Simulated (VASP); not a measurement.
# BaTiS2 (Pmmn) in VASP: single point with r2SCAN

Aim: the single point of BaTiS2 with r2SCAN.

All numbers are computed with VASP 6.6.1; they aren't measurements. Logs are shortened: lines on timing, memory, paths and dates and some standing lists are left out, and cuts for length are marked.

### 1 The cell of the first run

It takes space group Pmmn (No. 59, orthorhombic). Conventional cell: a = 4.282 Å, b = 4.818 Å, c = 9.490 Å, α = 90.00°, β = 90.00°, γ = 90.00°. Within 4.1 Å of Ba (site symmetry mm2) lie 7 S at 3.13 to 3.32 Å and 5 Ti at 3.90 to 3.92 Å. Ti (site symmetry mm2) has 5 S at 2.43 to 2.55 Å within 3.2 Å. Within 3.2 Å of S (site symmetry mm2) lie 4 Ti at 2.43 to 2.55 Å. Within 3.2 Å of S (site symmetry mm2) lie 1 Ti at 2.44 Å and 1 Ba at 3.13 Å.

### 2 Single point, r2SCAN, collinear spin, ferromagnetic start

Input file POSCAR:

```
BaTiS2
1.0
    4.2817860900      0.0000000000      0.0000000000
    0.0000000000      4.8182412500      0.0000000000
    0.0000000000      0.0000000000      9.4898564000
Ba Ti S
2 2 4
Direct
    0.2500000000      0.7500000000      0.3224500000
    0.7500000000      0.2500000000      0.6775500000
    0.7500000000      0.2500000000      0.0906000000
    0.2500000000      0.7500000000      0.9094000000
    0.7500000000      0.7500000000      0.0557000000
    0.2500000000      0.2500000000      0.9443000000
    0.7500000000      0.2500000000      0.3473000000
    0.2500000000      0.7500000000      0.6527000000
```

Input file INCAR.step1:

```
SYSTEM = BaTiS2
ALGO = Normal ; EDIFF = 1E-5
ENCUT = 550 ; GGA = PE
GGA_COMPAT = .False. ; ISMEAR = 1
ISPIN = 2 ; ISYM = 0
KPAR = 4 ; LASPH = .True.
LCHARG = .False. ; LMAXMIX = 4
LREAL = .False. ; LWAVE = .True.
MAGMOM = 0 0 1 1 0 0 0 0 ; NBANDS = 48
NELECT = 69.0 ; NELM = 200
PREC = Accurate ; SIGMA = 0.2311
```

Input file INCAR.step2:

```
SYSTEM = BaTiS2
ALGO = Normal ; EDIFF = 1E-6
ENCUT = 550 ; GGA_COMPAT = .False.
ISIF = 2 ; ISMEAR = 1
ISPIN = 2 ; ISTART = 1
ISYM = 0 ; KPAR = 4
LASPH = .True. ; LCHARG = .False.
LMAXMIX = 4 ; LMIXTAU = .True.
LORBIT = 11 ; LREAL = .False.
LWAVE = .False. ; MAGMOM = 0 0 1 1 0 0 0 0
METAGGA = R2SCAN ; NBANDS = 48
NELECT = 69.0 ; NELM = 200
PREC = Accurate ; SIGMA = 0.2311
```

Input file KPOINTS:

```
k-points
0
Gamma
  5 5 3
  0 0 0
```

Potentials or basis: VASP PAW PBE potentials, release 64 (Ba_sv, Ti_sv, S).

On the command line:

```console
$ cat potpaw_PBE.64/Ba_sv/POTCAR potpaw_PBE.64/Ti_sv/POTCAR potpaw_PBE.64/S/POTCAR > POTCAR
$ cp INCAR.step1 INCAR
$ mpirun -np 4 vasp_std > vasp.out
$ cp INCAR.step2 INCAR
$ mpirun -np 4 vasp_std > vasp.out
```

OUTCAR:

```text
SYSTEM = BaTiS2
   EDIFF = 1E-6
   ENCUT = 550
   ISIF = 2
   ISMEAR = 1
   ISPIN = 2
   ISTART = 1
   ISYM = 0
   LASPH = .True.
   LORBIT = 11
   LREAL = .False.
   METAGGA = R2SCAN
   NELECT = 69.0
   NELM = 200
   PREC = Accurate

 ion  position               nearest neighbor table
   1  0.250  0.750  0.322-   8 3.13   7 3.23   7 3.23   7 3.23   7 3.23   5 3.32   5 3.32   2 4.66
                             2 4.66   2 4.66   2 4.66
   2  0.750  0.250  0.678-   7 3.13   8 3.23   8 3.23   8 3.23   8 3.23   6 3.32   6 3.32   1 4.66
                             1 4.66   1 4.66   1 4.66
   3  0.750  0.250  0.091-   5 2.43   5 2.43   7 2.44   6 2.55   6 2.55
   4  0.250  0.750  0.909-   6 2.43   6 2.43   8 2.44   5 2.55   5 2.55
   5  0.750  0.750  0.056-   3 2.43   3 2.43   4 2.55   4 2.55   1 3.32   1 3.32
   6  0.250  0.250  0.944-   4 2.43   4 2.43   3 2.55   3 2.55   2 3.32   2 3.32
   7  0.750  0.250  0.347-   3 2.44   2 3.13   1 3.23   1 3.23   1 3.23   1 3.23
   8  0.250  0.750  0.653-   4 2.44   1 3.13   2 3.23   2 3.23   2 3.23   2 3.23

IMPORTANT INFORMATION: All symmetrisations will be switched off!
NOSYMM: (Re-)initialisation of all symmetry stuff for point group C_1.

----------------------------------------------------------------------------------------

                                     Primitive cell

  volume of cell :     195.7822

  direct lattice vectors                    reciprocal lattice vectors
     4.281786090  0.000000000  0.000000000     0.233547398  0.000000000  0.000000000
     0.000000000  4.818241250  0.000000000     0.000000000  0.207544610  0.000000000
     0.000000000  0.000000000  9.489856400     0.000000000  0.000000000  0.105375672

  length of vectors
     4.281786090  4.818241250  9.489856400     0.233547398  0.207544610  0.105375672

  position of ions in fractional coordinates (direct lattice)
     0.250000000  0.750000000  0.322450000
     0.750000000  0.250000000  0.677550000
     0.750000000  0.250000000  0.090600000
     0.250000000  0.750000000  0.909400000
     0.750000000  0.750000000  0.055700000
     0.250000000  0.250000000  0.944300000
     0.750000000  0.250000000  0.347300000
     0.250000000  0.750000000  0.652700000

  ion indices of the primitive-cell ions
   primitive index   ion index
                 1           1
                 2           2
                 3           3
                 4           4
                 5           5
                 6           6
                 7           7
                 8           8

----------------------------------------------------------------------------------------

 KPOINTS: k-points

Automatic generation of k-mesh.
 Grid dimensions read from file:
 generate k-points for:    5    5    3

 Generating k-lattice:

  Cartesian coordinates                     Fractional coordinates (reciprocal lattice)
     0.046709480  0.000000000  0.000000000     0.200000000  0.000000000  0.000000000
     0.000000000  0.041508922  0.000000000     0.000000000  0.200000000  0.000000000
     0.000000000  0.000000000  0.035125224     0.000000000  0.000000000  0.333333333

  Length of vectors
     0.046709480  0.041508922  0.035125224

  Shift w.r.t. Gamma in fractional coordinates (k-lattice)
     0.000000000  0.000000000  0.000000000

 Subroutine IBZKPT returns following result:
 ===========================================

 Found     38 irreducible k-points:

 Following reciprocal coordinates:
            Coordinates               Weight
  0.000000  0.000000  0.000000      1.000000
  0.200000  0.000000  0.000000      2.000000
  0.400000  0.000000  0.000000      2.000000
  0.000000  0.200000  0.000000      2.000000
  0.200000  0.200000  0.000000      2.000000
  0.200000 -0.200000  0.000000      2.000000
[... 16 lines left out ...]
 -0.200000  0.200000 -0.333333      2.000000
 -0.200000 -0.200000  0.333333      2.000000
 [... further k-points ...]
   k-points           NKPTS =     38   k-points in BZ     NKDIM =     38   number of bands    NBANDS=     48
   number of dos      NEDOS =    301   number of ions     NIONS =      8
   total plane-waves  NPLWV = 115200
   dimension x,y,z NGX =    36 NGY =   40 NGZ =   80
   dimension x,y,z NGXF=    72 NGYF=   80 NGZF=  160
   ions per type =               2   2   4
   NGX,Y,Z   is equivalent  to a cutoff of  13.98, 13.80, 14.01 a.u.
   NGXF,Y,Z  is equivalent  to a cutoff of  27.95, 27.60, 28.03 a.u.
 SYSTEM =  BaTiS2
   PREC   = accura    normal or accurate (medium, high low for compatibility)
   ISTART =      1    job   : 0-new  1-cont  2-samecut
   ICHARG =      0    charge: 1-file 2-atom 10-const
   ISPIN  =      2    spin polarized calculation?
   LNONCOLLINEAR =      F non collinear calculations
   LSORBIT =      F    spin-orbit coupling
   LASPH  =      T    aspherical Exc in radial PAW
   ENCUT  =  550.0 eV  40.42 Ry    6.36 a.u.   8.19  9.21 18.15*2*pi/ulx,y,z
   NELM   =    200;   NELMIN=  2; NELMDL=  0     # of ELM steps
   EDIFF  = 0.1E-05   stopping-criterion for ELM
   LREAL  =      F    real-space projection
   EDIFFG = 0.1E-04   stopping-criterion for IOM
   NSW    =      0    number of steps for IOM
   IBRION =     -1    ionic relax: 0-MD 1-quasi-New 2-CG
   NFREE  =      0    steps in history (QN), initial steepest desc. (CG)
   ISIF   =      2    stress and relaxation
   ISYM   =      0    0-nonsym 1-usesym 2-fastsym
   POTIM  = 0.5000    time-step for ionic-motion
   TEBEG  =    0.0;   TEEND  =   0.0 temperature during run
   PSTRESS=    0.0 pullay stress
   NELECT =      69.0000    total number of electrons
   NUPDOWN=      -1.0000    fix difference up-down
   EMIN   =  10.00;   EMAX   =-10.00  energy-range for DOS
   EFERMI =   0.00;   METHOD = LEGACY
   ISMEAR =     1;   SIGMA  =   0.23  broadening in eV -4-tet -1-fermi 0-gaus
   EFERMI_NEDOS =   21; number of points for ismear=-14 and -15
   IALGO  =     38    algorithm
   IMIX   =      4    mixing-type and parameters
     AMIX     =   0.40;   BMIX     =  1.00
     AMIX_MAG =   1.60;   BMIX_MAG =  1.00
  volume/ion in A,a.u.               =      24.47       165.15
  Fermi-wavevector in a.u.,A,eV,Ry     =   1.156379  2.185239 18.193875  1.337212
  Thomas-Fermi vector in A             =   2.293000
   LORBIT       =     11    0 simple, 1 ext, 2 COOP (PROOUT), +10 PAW based schemes
   METAGGA = R2SCAN    functional components
   LHFCALC =     F    Hartree Fock is set to
   AEXX    =    0.0000 exact exchange contribution
   IVDW    =     0    specifies the selected vdW correction
   LEPSILON=     F    determine dielectric tensor
   LRPA    =     F    only Hartree local field effects (RPA)
 spin polarized calculation
 Methfessel and Paxton  Order N= 1 SIGMA  =   0.23
  energy-cutoff  :      550.00
  volume of cell :      195.78
 maximum number of plane-waves:      5746
 NGX is ok and might be reduce to    36
   NGX = 17   NGY = 19   NGZ = 37

 number of electron      69.0000002 magnetization       0.0026545

 Free energy of the ion-electron system (eV)
  ---------------------------------------------------
  ext. energy  EPLUGINS =         0.00000000
  ---------------------------------------------------
  free energy    TOTEN  =      -119.09565584 eV

  energy without entropy =     -119.12771602  energy(sigma->0) =     -119.10634257

 E-fermi :   6.0638     XC(G=0): -10.1735

 val. band max:        6.0542879062   @ k =   0.2000   0.0000   0.3333
 cond. band min:       6.1425560931   @ k =   0.4000   0.0000   0.0000
 fundamental gap:      0.0882681869
 Fermi energy:         6.0637746362

 spin component 1

 k-point     1 :       0.0000    0.0000    0.0000
  band No.  band energies     occupation
      1     -54.1186      1.00000
      2     -54.1131      1.00000
      3     -29.4924      1.00000
      4     -29.4564      1.00000
      5     -29.3766      1.00000
      6     -29.3497      1.00000
[... 38 lines left out ...]
     45       7.9914     -0.00000
     46       8.6286     -0.00000
[... 1086 lines left out ...]
      6     -29.3583      1.00000
[... 38 lines left out ...]
     45       8.4711     -0.00000
     46       8.6934     -0.00000

 [... further k-points ...]

 spin component 2

 k-point     1 :       0.0000    0.0000    0.0000
  band No.  band energies     occupation
      1     -54.1172      1.00000
      2     -54.1117      1.00000
      3     -29.4909      1.00000
      4     -29.4549      1.00000
      5     -29.3757      1.00000
      6     -29.3488      1.00000
[... 38 lines left out ...]
     45       7.9919     -0.00000
     46       8.6289     -0.00000
[... 1086 lines left out ...]
      6     -29.3574      1.00000
[... 38 lines left out ...]
     45       8.4716     -0.00000
     46       8.6937     -0.00000

 [... further k-points ...]

 [bands above 46 left out]

------------------------ aborting loop because EDIFF is reached ----------------------------------------

  FORCE on cell =-STRESS in cart. coord.  units (eV):
  Direction    XX          YY          ZZ          XY          YZ          ZX
  --------------------------------------------------------------------------------------
  -------------------------------------------------------------------------------------
  Total        1.3951492      8.3517934      6.9540697     -0.0000013     -0.0000003      0.0000004
  in kB       11.4171600     68.3466410     56.9084129     -0.0000109     -0.0000021      0.0000030
  external PRESSURE =      45.5574046 kB  Pullay stress =       0.0000000 kB

 VOLUME and BASIS-vectors are now :
 -----------------------------------------------------------------------------
  energy-cutoff  :      550.00
  volume of cell :      195.78
      direct lattice vectors                 reciprocal lattice vectors
     4.281786090  0.000000000  0.000000000     0.233547398  0.000000000  0.000000000
     0.000000000  4.818241250  0.000000000     0.000000000  0.207544610  0.000000000
     0.000000000  0.000000000  9.489856400     0.000000000  0.000000000  0.105375672

 POSITION                                       TOTAL-FORCE (eV/Angst)
 -----------------------------------------------------------------------------------
      1.07045      3.61368      3.06000         0.000000      0.000000     -0.109618
      3.21134      1.20456      6.42985         0.000000      0.000000      0.109556
      3.21134      1.20456      0.85978         0.000001      0.000001     -1.133402
      1.07045      3.61368      8.63008        -0.000001     -0.000000      1.133474
      3.21134      3.61368      0.52859         0.000000      0.000000      0.574558
      1.07045      1.20456      8.96127         0.000000      0.000000     -0.574510
      3.21134      1.20456      3.29583        -0.000000     -0.000001      0.120996
      1.07045      3.61368      6.19403         0.000000     -0.000000     -0.121054
 -----------------------------------------------------------------------------------
    total drift:                               -0.000001      0.000002     -0.000094

  FREE ENERGIE OF THE ION-ELECTRON SYSTEM (eV)
  ---------------------------------------------------
  free  energy   TOTEN  =      -119.0956558439 eV

  energy  without entropy=     -119.1277160188  energy(sigma->0) =     -119.10634257

 total charge

# of ion       s       p       d       tot
------------------------------------------
    1        2.014   5.622   0.364   8.000
    2        2.014   5.622   0.364   8.000
    3        2.146   6.107   1.990  10.242
    4        2.146   6.107   1.990  10.242
    5        1.306   2.489   0.000   3.796
    6        1.306   2.489   0.000   3.796
    7        1.310   2.481   0.000   3.790
    8        1.310   2.481   0.000   3.790
--------------------------------------------------
tot         13.551  33.398   4.707  51.656

 magnetization (x)

# of ion       s       p       d       tot
------------------------------------------
    1        0.000   0.000   0.000   0.000
    2       -0.000   0.000  -0.000  -0.000
    3        0.000   0.000   0.001   0.001
    4        0.000   0.000   0.001   0.001
    5       -0.000  -0.000   0.000  -0.000
    6       -0.000  -0.000   0.000  -0.000
    7       -0.000   0.000   0.000   0.000
    8        0.000  -0.000   0.000  -0.000
--------------------------------------------------
tot          0.000  -0.000   0.002   0.002
```

It took 17 min on 4 MPI ranks of AMD EPYC 7R43 (Zen 3), shared host; peak memory 0.83 GiB.

Results:

* Free energy: -119.0957 eV
* Largest force: 1.133 eV/Å
* Net moment: 0.00 μB per cell
* Valence electrons inside the program's atomic spheres: Ba 8.00; Ti 10.24; S 3.80, 3.79

Forces on the atoms (eV/Å):
```
Ba   0.000  0.000 -0.110
Ba   0.000  0.000  0.110
Ti   0.000  0.000 -1.133
Ti   0.000  0.000  1.133
S    0.000  0.000  0.575
S    0.000  0.000 -0.575
S    0.000  0.000  0.121
S    0.000  0.000 -0.121
```

Caveat: the cell carries a net charge on a neutralising background, which shifts energy and pressure; the cell is charged against a uniform background, so pressure and absolute levels hang on convention; the PAW data sets were made with another functional, which shifts forces and pressure a little; spin-orbit coupling is left out, which moves the levels of the heavy elements.
